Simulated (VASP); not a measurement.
The system is NiO.

```
Ni O
1.0
     2.47077    0.00000    0.00000
     0.00000    2.47077    0.00000
     0.00000    0.00000    2.47077
Ni O
1 1
Direct
  0.00000 0.00000 0.00000
  0.50000 0.50000 0.50000
```

Base run:

- Program: VASP 6.6.1
- Functional: PBE
- Potentials or basis: VASP PAW PBE potentials, release 64 (Ni, O)
- Cutoff: 600 eV
- k mesh: 11 × 11 × 11
- Occupations: fermi-dirac, width 0.05 eV
- Spin: collinear spin, ferromagnetic start
- Starting moments: [1.0, 0.0] μB

Its results: band gap on the k mesh zero (filled and empty bands overlap); pressure 37.0 GPa; net moment 0.00 μB per cell.

Q: The run is repeated on the same cell with these changes: cutoff from 600 eV to 520 eV; further incar settings from ALGO = Normal; EDIFF = 1e-06; NBANDS = 19 to ALGO = Normal; EDIFF = 1e-07; NBANDS = 19. What comes out?

A: Band gap on the k mesh zero (filled and empty bands overlap); pressure 38.0 GPa; net moment 0.00 μB per cell.

Caveats: semilocal functionals often make such compounds metallic where correlation or magnetic order opens a gap, which also shifts bond lengths.
